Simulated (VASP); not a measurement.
# Te (P6_3/mmc) in VASP: further runs, part 2 of 2

VASP 6.6.1.

## (3) Single point, RPBE (volume scaled by 0.88)

File INCAR:

```
SYSTEM = Te
ALGO = Normal
EDIFF = 1E-6
ENCUT = 520
GGA = RP
ISIF = 2
ISMEAR = -1
LASPH = .True.
LCHARG = .False.
LREAL = .False.
LWAVE = .False.
NBANDS = 20
NELM = 100
PREC = Accurate
SIGMA = 0.1
```

File KPOINTS:

```
k-points
0
Gamma
  10 10 5
  0 0 0
```

File POSCAR:

```
Te
1.0
    4.1389375426      0.0000000000      0.0000000000
   -2.0694687713      3.5844250566      0.0000000000
    0.0000000000      0.0000000000      7.9565455603
Te
4
Direct
    1.0000000000      1.0000000000      0.0000000000
    1.0000000000      1.0000000000      0.5000000000
    0.3333333333      0.6666666667      0.2500000000
    0.6666666667      0.3333333333      0.7500000000
```

Potentials or basis: VASP PAW PBE potentials, release 64 (Te).

Run with:

```bash
$ cat potpaw_PBE.64/Te/POTCAR > POTCAR
$ mpirun -np 1 vasp_std > vasp.out
```

OUTCAR:

```text
SYSTEM = Te
   EDIFF = 1E-6
   ENCUT = 520
   GGA = RP
   ISIF = 2
   ISMEAR = -1
   LASPH = .True.
   LREAL = .False.
   NELM = 100
   PREC = Accurate

 ion  position               nearest neighbor table
   1  0.000  0.000  0.000-   3 3.11   4 3.11   4 3.11   3 3.11   4 3.11   3 3.11
   2  0.000  0.000  0.500-   3 3.11   4 3.11   4 3.11   3 3.11   4 3.11   3 3.11
   3  0.333  0.667  0.250-   1 3.11   2 3.11   1 3.11   2 3.11   1 3.11   2 3.11
   4  0.667  0.333  0.750-   1 3.11   2 3.11   1 3.11   2 3.11   1 3.11   2 3.11

  LATTYP: Found a hexagonal cell.
 ALAT       =     4.1389375426
 C/A-ratio  =     1.9223642489

  Lattice vectors:

 A1 = (   4.1389375426,   0.0000000000,   0.0000000000)
 A2 = (  -2.0694687713,   3.5844250566,   0.0000000000)
 A3 = (   0.0000000000,   0.0000000000,   7.9565455603)

Analysis of symmetry for initial positions (statically):
=====================================================================
 Subroutine PRICEL returns:
 Original cell was already a primitive cell.

 Routine SETGRP: Setting up the symmetry group for a
 hexagonal supercell.

 Subroutine GETGRP returns: Found 24 space group operations
 (whereof 12 operations were pure point group operations)
 out of a pool of 24 trial point group operations.

The static configuration has the point symmetry D_3d.
 The point group associated with its full space group is D_6h.

Analysis of symmetry for dynamics (positions and initial velocities):
=====================================================================
 Subroutine PRICEL returns:
 Original cell was already a primitive cell.

 Routine SETGRP: Setting up the symmetry group for a
 hexagonal supercell.

 Subroutine GETGRP returns: Found 24 space group operations
 (whereof 12 operations were pure point group operations)
 out of a pool of 24 trial point group operations.

The dynamic configuration has the point symmetry D_3d.
[... 116 lines left out ...]
   NUPDOWN=      -1.0000    fix difference up-down
   EMIN   =  10.00;   EMAX   =-10.00  energy-range for DOS
   EFERMI =   0.00;   METHOD = LEGACY
   ISMEAR =    -1;   SIGMA  =   0.10  broadening in eV -4-tet -1-fermi 0-gaus
   EFERMI_NEDOS =   21; number of points for ismear=-14 and -15
   IALGO  =     38    algorithm
   IMIX   =      4    mixing-type and parameters
     AMIX     =   0.40;   BMIX     =  1.00
     AMIX_MAG =   1.60;   BMIX_MAG =  1.00
  volume/ion in A,a.u.               =      29.51       199.15
  Fermi-wavevector in a.u.,A,eV,Ry     =   0.962648  1.819141 12.608404  0.926692
  Thomas-Fermi vector in A             =   2.092125
   LORBIT       =      0    0 simple, 1 ext, 2 COOP (PROOUT), +10 PAW based schemes
   GGA     = RP    functional components
   LHFCALC =     F    Hartree Fock is set to
   AEXX    =    0.0000 exact exchange contribution
   IVDW    =     0    specifies the selected vdW correction
   LEPSILON=     F    determine dielectric tensor
   LRPA    =     F    only Hartree local field effects (RPA)
 non-spin polarized calculation
  energy-cutoff  :      520.00
  volume of cell :      118.04
 maximum number of plane-waves:      3215
 NGX is ok and might be reduce to    32
   NGX = 15   NGY = 15   NGZ = 29

 number of electron      24.0000000 magnetization

 Free energy of the ion-electron system (eV)
  ---------------------------------------------------
  ext. energy  EPLUGINS =         0.00000000
  ---------------------------------------------------
  free energy    TOTEN  =       -10.26862274 eV

  energy without entropy =      -10.18578036  energy(sigma->0) =      -10.22720155

 E-fermi :   7.9210     XC(G=0):  -9.6730

 val. band max:        7.8379470334   @ k =   0.2000   0.1000   0.0000
 cond. band min:       7.9250309658   @ k =   0.4000   0.1000   0.4000
 fundamental gap:      0.0870839324
 Fermi energy:         7.9209901331

 k-point     1 :       0.0000    0.0000    0.0000
  band No.  band energies     occupation
      1      -6.4873      2.00000
      2      -4.4331      2.00000
      3      -4.3100      2.00000
      4      -0.2900      2.00000
      5       3.6105      2.00000
      6       5.0907      2.00000
[... 541 lines left out ...]
     19      15.2598      0.00000
     20      15.7369      0.00000

 [... further k-points ...]
[... 5 lines left out ...]
  --------------------------------------------------------------------------------------
  -------------------------------------------------------------------------------------
  Total        4.6441297      4.6441297      7.0148843      0.0000000      0.0000000     -0.0000000
  in kB       63.0350340     63.0350340     95.2134203      0.0000000      0.0000000     -0.0000000
  external PRESSURE =      73.7611627 kB  Pullay stress =       0.0000000 kB

 VOLUME and BASIS-vectors are now :
 -----------------------------------------------------------------------------
  energy-cutoff  :      520.00
  volume of cell :      118.04
      direct lattice vectors                 reciprocal lattice vectors
     4.138937543  0.000000000  0.000000000     0.241607898  0.139492385  0.000000000
    -2.069468771  3.584425057  0.000000000     0.000000000  0.278984770  0.000000000
     0.000000000  0.000000000  7.956545560     0.000000000  0.000000000  0.125682684

 POSITION                                       TOTAL-FORCE (eV/Angst)
 -----------------------------------------------------------------------------------
      0.00000      0.00000      0.00000         0.000000      0.000000      0.000000
      0.00000      0.00000      3.97827         0.000000      0.000000      0.000000
     -0.00000      2.38962      1.98914        -0.000000      0.000000     -0.000000
      2.06947      1.19481      5.96741         0.000000     -0.000000      0.000000
 -----------------------------------------------------------------------------------
    total drift:                                0.000000     -0.000000      0.000000

  FREE ENERGIE OF THE ION-ELECTRON SYSTEM (eV)
  ---------------------------------------------------
  free  energy   TOTEN  =       -10.2686227402 eV

  energy  without entropy=      -10.1857803602  energy(sigma->0) =      -10.22720155
```

stdout:

```text
POSCAR found type information on POSCAR Te
 POSCAR found :  1 types and       4 ions
 scaLAPACK will be used
 -----------------------------------------------------------------------------
|                                                                             |
|                                                                             |
|     You enforced a specific xc type in the INCAR file but a different       |
|     I HOPE YOU KNOW WHAT YOU ARE DOING!                                     |
|                                                                             |
 -----------------------------------------------------------------------------

 LDA part: xc-table for (Slater+PW92), standard interpolation
 POSCAR, INCAR and KPOINTS ok, starting setup
 FFT: planning ... GRIDC
 FFT: planning ... GRID_SOFT
 FFT: planning ... GRID
 WAVECAR not read
 entering main loop
```

Wall time 33 s (1 thread of Intel Xeon 6975P-C (Granite Rapids), shared host); peak memory 0.26 GiB.

What came out:

| Quantity | Value |
| --- | --- |
| Free energy | -10.2686 eV |
| Pressure | 7.4 GPa |
| Band gap on the k mesh | zero (band 12 reaches 8.46 eV, above the bottom of band 13 at 6.23 eV) |

Stress tensor (GPa, compression positive):
```
6.30 0.00 0.00
0.00 6.30 0.00
0.00 0.00 9.52
```

Levels at points of the mesh, in eV from the Fermi level:
```tsv
k point	band 8	band 9	band 10	band 11	band 12	band 13	band 14	band 15	band 16	band 17
(0.00, 0.00, 0.00)	-1.55	-1.55	-1.32	-1.06	-1.06	-0.67	0.78	0.78	2.51	2.79
(0.50, 0.00, 0.00)	-2.43	-2.27	-2.04	-1.96	-1.95	-1.69	1.88	2.50	2.59	3.25
```

Caveat: the PAW data sets were made with another functional, which shifts forces and pressure a little; spin-orbit coupling is left out, which moves the levels of the heavy elements.
